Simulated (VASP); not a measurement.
# Ga5Sb5H4 (buck sheet) in VASP: single point with PBE

Aim: the single point of Ga5Sb5H4 (buck sheet) with PBE.

All numbers are computed with VASP 6.6.1; they aren't measurements. Logs are shortened: lines on timing, memory, paths and dates and some standing lists are left out, and cuts for length are marked.

## Step 1: The cell of the first run

The cell holds a wire with vacuum, 14 atoms: a = 20.600 Å, b = 10.000 Å, c = 7.579 Å, α = 90.00°, β = 90.00°, γ = 90.00°.

## Step 2: Single point, PBE

Input file INCAR:

```
SYSTEM = Ga5Sb5H4
ALGO = Normal ; EDIFF = 1E-6
ENCUT = 520 ; GGA = PE
ISIF = 2 ; ISMEAR = 0
LASPH = .TRUE. ; LCHARG = .FALSE.
LREAL = .FALSE. ; LWAVE = .FALSE.
NBANDS = 60 ; NELM = 60
PREC = Accurate ; SIGMA = 0.05
```

Input file KPOINTS:

```
k-points
0
G
  1 1 5
  0 0 0
```

Input file POSCAR:

```
Ga5Sb5H4
1.0
   20.6000000000      0.0000000000      0.0000000000
    0.0000000000     10.0000000000      0.0000000000
    0.0000000000      0.0000000000      7.5789833803
Ga Sb H
5 5 4
Direct
    0.7124139852      0.4651641641      0.3333333333
    0.5000000000      0.4651641641      0.3333333333
    0.6062069926      0.4651641641      0.8333333333
    0.2875860148      0.4651641641      0.3333333333
    0.3937930074      0.4651641641      0.8333333333
    0.6062069926      0.5348358359      0.1666666667
    0.7124139852      0.5348358359      0.6666666667
    0.3937930074      0.5348358359      0.1666666667
    0.5000000000      0.5348358359      0.6666666667
    0.2875860148      0.5348358359      0.6666666667
    0.7760415998      0.5069038102      0.2334848942
    0.2239584002      0.5069038102      0.2334848942
    0.7817153998      0.4893741832      0.7754187882
    0.2182846002      0.4893741832      0.7754187882
```

Potentials or basis: VASP PAW PBE potentials, release 64 (Ga_d, Sb, H).

Run with:

```sh
$ cat potpaw_PBE.64/Ga_d/POTCAR potpaw_PBE.64/Sb/POTCAR potpaw_PBE.64/H/POTCAR > POTCAR
$ mpirun -np 1 vasp_std > vasp.out
```

OUTCAR:

```text
SYSTEM = Ga5Sb5H4
   EDIFF = 1E-6
   ENCUT = 520
   GGA = PE
   ISIF = 2
   ISMEAR = 0
   LASPH = .TRUE.
   LREAL = .FALSE.
   NELM = 60
   PREC = Accurate

 ion  position               nearest neighbor table
   1  0.712  0.465  0.333-  11 1.57   6 2.62   7 2.62
   2  0.500  0.465  0.333-   6 2.62   8 2.62   9 2.62
   3  0.606  0.465  0.833-   7 2.62   9 2.62   6 2.62
   4  0.288  0.465  0.333-  12 1.57   8 2.62  10 2.62
   5  0.394  0.465  0.833-   9 2.62  10 2.62   8 2.62
   6  0.606  0.535  0.167-   1 2.62   2 2.62   3 2.62
   7  0.712  0.535  0.667-  13 1.71   3 2.62   1 2.62
   8  0.394  0.535  0.167-   2 2.62   4 2.62   5 2.62
   9  0.500  0.535  0.667-   3 2.62   5 2.62   2 2.62
  10  0.288  0.535  0.667-  14 1.71   5 2.62   4 2.62
  11  0.776  0.507  0.233-   1 1.57
  12  0.224  0.507  0.233-   4 1.57
  13  0.782  0.489  0.775-   7 1.71
  14  0.218  0.489  0.775-  10 1.71

  LATTYP: Found a simple orthorhombic cell.
 ALAT       =     7.5789833803
 B/A-ratio  =     1.3194381750
 C/A-ratio  =     2.7180426406

  Lattice vectors:

 A1 = (   0.0000000000,   0.0000000000,  -7.5789833803)
 A2 = (   0.0000000000,  10.0000000000,   0.0000000000)
 A3 = (  20.6000000000,   0.0000000000,   0.0000000000)

Analysis of symmetry for initial positions (statically):
=====================================================================
 Subroutine PRICEL returns:
 Original cell was already a primitive cell.

 Routine SETGRP: Setting up the symmetry group for a
 simple orthorhombic supercell.

 Subroutine GETGRP returns: Found  2 space group operations
 (whereof  2 operations were pure point group operations)
 out of a pool of  8 trial point group operations.

The static configuration has the point symmetry C_1h.

Analysis of symmetry for dynamics (positions and initial velocities):
=====================================================================
 Subroutine PRICEL returns:
 Original cell was already a primitive cell.

 Routine SETGRP: Setting up the symmetry group for a
 simple orthorhombic supercell.

 Subroutine GETGRP returns: Found  2 space group operations
 (whereof  2 operations were pure point group operations)
 out of a pool of  8 trial point group operations.

The dynamic configuration has the point symmetry C_1h.

 Subroutine INISYM returns: Found  2 space group operations
 (whereof  2 operations are pure point group operations),
 and found     1 'primitive' translations

----------------------------------------------------------------------------------------

                                     Primitive cell

  volume of cell :    1561.2706

  direct lattice vectors                    reciprocal lattice vectors
    20.600000000  0.000000000  0.000000000     0.048543689  0.000000000  0.000000000
     0.000000000 10.000000000  0.000000000     0.000000000  0.100000000  0.000000000
     0.000000000  0.000000000  7.578983380     0.000000000  0.000000000  0.131943818

  length of vectors
    20.600000000 10.000000000  7.578983380     0.048543689  0.100000000  0.131943818

  position of ions in fractional coordinates (direct lattice)
     0.712413985  0.465164164  0.333333333
     0.500000000  0.465164164  0.333333333
     0.606206993  0.465164164  0.833333333
     0.287586015  0.465164164  0.333333333
     0.393793007  0.465164164  0.833333333
     0.606206993  0.534835836  0.166666667
     0.712413985  0.534835836  0.666666667
     0.393793007  0.534835836  0.166666667
     0.500000000  0.534835836  0.666666667
     0.287586015  0.534835836  0.666666667
     0.776041600  0.506903810  0.233484894
     0.223958400  0.506903810  0.233484894
     0.781715400  0.489374183  0.775418788
     0.218284600  0.489374183  0.775418788

  ion indices of the primitive-cell ions
   primitive index   ion index
                 1           1
                 2           2
                 3           3
                 4           4
                 5           5
                 6           6
                 7           7
                 8           8
                 9           9
                10          10
                11          11
                12          12
                13          13
                14          14

----------------------------------------------------------------------------------------

 KPOINTS: k-points

Automatic generation of k-mesh.
 Grid dimensions read from file:
 generate k-points for:    1    1    5

 Generating k-lattice:

  Cartesian coordinates                     Fractional coordinates (reciprocal lattice)
     0.048543689  0.000000000  0.000000000     1.000000000  0.000000000  0.000000000
     0.000000000  0.100000000  0.000000000     0.000000000  1.000000000  0.000000000
     0.000000000  0.000000000  0.026388764     0.000000000  0.000000000  0.200000000

  Length of vectors
     0.048543689  0.100000000  0.026388764

  Shift w.r.t. Gamma in fractional coordinates (k-lattice)
     0.000000000  0.000000000  0.000000000

 Subroutine IBZKPT returns following result:
 ===========================================

 Found      3 irreducible k-points:

 Following reciprocal coordinates:
            Coordinates               Weight
  0.000000  0.000000  0.000000      1.000000
  0.000000  0.000000  0.200000      2.000000
  0.000000  0.000000  0.400000      2.000000
   k-points           NKPTS =      3   k-points in BZ     NKDIM =      3   number of bands    NBANDS=     60
   number of dos      NEDOS =    301   number of ions     NIONS =     14
   total plane-waves  NPLWV = 716800
   dimension x,y,z NGX =   160 NGY =   80 NGZ =   56
   dimension x,y,z NGXF=   320 NGYF=  160 NGZF=  112
   ions per type =               5   5   4
   NGX,Y,Z   is equivalent  to a cutoff of  12.91, 13.30, 12.28 a.u.
   NGXF,Y,Z  is equivalent  to a cutoff of  25.82, 26.60, 24.57 a.u.
 SYSTEM =  Ga5Sb5H4
   PREC   = accura    normal or accurate (medium, high low for compatibility)
   ISTART =      0    job   : 0-new  1-cont  2-samecut
   ICHARG =      2    charge: 1-file 2-atom 10-const
   ISPIN  =      1    spin polarized calculation?
   LNONCOLLINEAR =      F non collinear calculations
   LSORBIT =      F    spin-orbit coupling
   LASPH  =      T    aspherical Exc in radial PAW
   ENCUT  =  520.0 eV  38.22 Ry    6.18 a.u.  38.30 18.59 14.09*2*pi/ulx,y,z
   NELM   =     60;   NELMIN=  2; NELMDL= -5     # of ELM steps
   EDIFF  = 0.1E-05   stopping-criterion for ELM
   LREAL  =      F    real-space projection
   EDIFFG = 0.1E-04   stopping-criterion for IOM
   NSW    =      0    number of steps for IOM
   IBRION =     -1    ionic relax: 0-MD 1-quasi-New 2-CG
   NFREE  =      0    steps in history (QN), initial steepest desc. (CG)
   ISIF   =      2    stress and relaxation
   ISYM   =      2    0-nonsym 1-usesym 2-fastsym
   POTIM  = 0.5000    time-step for ionic-motion
   TEBEG  =    0.0;   TEEND  =   0.0 temperature during run
   PSTRESS=    0.0 pullay stress
   NELECT =      94.0000    total number of electrons
   NUPDOWN=      -1.0000    fix difference up-down
   EMIN   =  10.00;   EMAX   =-10.00  energy-range for DOS
   EFERMI =   0.00;   METHOD = LEGACY
   ISMEAR =     0;   SIGMA  =   0.05  broadening in eV -4-tet -1-fermi 0-gaus
   EFERMI_NEDOS =   21; number of points for ismear=-14 and -15
   IALGO  =     38    algorithm
   IMIX   =      4    mixing-type and parameters
     AMIX     =   0.40;   BMIX     =  1.00
     AMIX_MAG =   1.60;   BMIX_MAG =  1.00
  volume/ion in A,a.u.               =     111.52       752.57
  Fermi-wavevector in a.u.,A,eV,Ry     =   0.641640  1.212524  5.601543  0.411702
  Thomas-Fermi vector in A             =   1.708046
   LORBIT       =      0    0 simple, 1 ext, 2 COOP (PROOUT), +10 PAW based schemes
   GGA     = PE    functional components
   LHFCALC =     F    Hartree Fock is set to
   AEXX    =    0.0000 exact exchange contribution
   IVDW    =     0    specifies the selected vdW correction
   LEPSILON=     F    determine dielectric tensor
   LRPA    =     F    only Hartree local field effects (RPA)
 non-spin polarized calculation
 Gauss-broadening in eV      SIGMA  =   0.05
  energy-cutoff  :      520.00
  volume of cell :     1561.27
 maximum number of plane-waves:     42104
 NGX is ok and might be reduce to   160
   NGX = 77   NGY = 37   NGZ = 29

 number of electron      93.9999979 magnetization

 Free energy of the ion-electron system (eV)
  ---------------------------------------------------
  ext. energy  EPLUGINS =         0.00000000
  ---------------------------------------------------
  free energy    TOTEN  =       -44.38268900 eV

  energy without entropy =      -44.38268900  energy(sigma->0) =      -44.38268900

 E-fermi :  -2.9523     XC(G=0):  -2.7714

 val. band max:       -3.2346982492   @ k =   0.0000   0.0000   0.0000
 cond. band min:      -1.8851472960   @ k =   0.0000   0.0000   0.0000
 fundamental gap:      1.3495509532
 Fermi energy:        -2.9522810528

 k-point     1 :       0.0000    0.0000    0.0000
  band No.  band energies     occupation
      1     -17.8272      2.00000
      2     -17.8210      2.00000
      3     -17.7961      2.00000
      4     -17.7931      2.00000
      5     -17.7925      2.00000
      6     -17.7872      2.00000
[... 51 lines left out ...]
     58       0.9152      0.00000
     59       1.2182      0.00000

 k-point     2 :       0.0000    0.0000    0.2000
  band No.  band energies     occupation
      1     -17.8270      2.00000
      2     -17.8210      2.00000
      3     -17.7963      2.00000
      4     -17.7930      2.00000
      5     -17.7925      2.00000
      6     -17.7872      2.00000
[... 51 lines left out ...]
     58       0.8091      0.00000
     59       1.0260      0.00000

 k-point     3 :       0.0000    0.0000    0.4000
  band No.  band energies     occupation
      1     -17.8266      2.00000
      2     -17.8211      2.00000
      3     -17.7965      2.00000
      4     -17.7929      2.00000
      5     -17.7925      2.00000
      6     -17.7872      2.00000
[... 51 lines left out ...]
     58       0.5040      0.00000
     59       1.1477      0.00000
 [bands above 59 left out]

------------------------ aborting loop because EDIFF is reached ----------------------------------------

  FORCE on cell =-STRESS in cart. coord.  units (eV):
  Direction    XX          YY          ZZ          XY          YZ          ZX
  --------------------------------------------------------------------------------------
  -------------------------------------------------------------------------------------
  Total       -1.0806380      0.1571582     -0.9931023      0.0000000     -0.2848213      0.0000000
  in kB       -1.1089517      0.1612759     -1.0191225      0.0000000     -0.2922839      0.0000000
  external PRESSURE =      -0.6555994 kB  Pullay stress =       0.0000000 kB

 VOLUME and BASIS-vectors are now :
 -----------------------------------------------------------------------------
  energy-cutoff  :      520.00
  volume of cell :     1561.27
      direct lattice vectors                 reciprocal lattice vectors
    20.600000000  0.000000000  0.000000000     0.048543689  0.000000000  0.000000000
     0.000000000 10.000000000  0.000000000     0.000000000  0.100000000  0.000000000
     0.000000000  0.000000000  7.578983380     0.000000000  0.000000000  0.131943818

 POSITION                                       TOTAL-FORCE (eV/Angst)
 -----------------------------------------------------------------------------------
     14.67573      4.65164      2.52633        -0.077385      0.370961      0.146386
     10.30000      4.65164      2.52633         0.000000      0.022674     -0.108677
     12.48786      4.65164      6.31582         0.127812     -0.109617      0.099947
      5.92427      4.65164      2.52633         0.077385      0.370961      0.146386
      8.11214      4.65164      6.31582        -0.127812     -0.109617      0.099947
     12.48786      5.34836      1.26316         0.023960     -0.074676      0.225163
     14.67573      5.34836      5.05266        -0.392662      0.391586     -0.377513
      8.11214      5.34836      1.26316        -0.023960     -0.074676      0.225163
     10.30000      5.34836      5.05266         0.000000      0.068884     -0.042042
      5.92427      5.34836      5.05266         0.392662      0.391586     -0.377513
     15.98646      5.06904      1.76958         0.145233     -0.269186     -0.085955
      4.61354      5.06904      1.76958        -0.145233     -0.269186     -0.085955
     16.10334      4.89374      5.87689         0.066657     -0.354846      0.067331
      4.49666      4.89374      5.87689        -0.066657     -0.354846      0.067331
 -----------------------------------------------------------------------------------
    total drift:                               -0.000000     -0.000484     -0.007820

  FREE ENERGIE OF THE ION-ELECTRON SYSTEM (eV)
  ---------------------------------------------------
  free  energy   TOTEN  =       -44.3826889970 eV

  energy  without entropy=      -44.3826889970  energy(sigma->0) =      -44.38268900
```

Wall time 20 min (1 thread of Oxide Virtual Turin-like, shared host); peak memory 1.3 GiB.

What came out:

```
Free energy            : -44.3827 eV
Largest force          : 0.671 eV/Å
Band gap on the k mesh : 1.35 eV, direct
```

Forces on the atoms (eV/Å):
```
Ga  -0.077  0.371  0.146
Ga   0.000  0.023 -0.109
Ga   0.128 -0.110  0.100
Ga   0.077  0.371  0.146
Ga  -0.128 -0.110  0.100
Sb   0.024 -0.075  0.225
Sb  -0.393  0.392 -0.378
Sb  -0.024 -0.075  0.225
Sb   0.000  0.069 -0.042
Sb   0.393  0.392 -0.378
H    0.145 -0.269 -0.086
H   -0.145 -0.269 -0.086
H    0.067 -0.355  0.067
H   -0.067 -0.355  0.067
```

Caveat: spin-orbit coupling is left out, which moves the levels of the heavy elements.
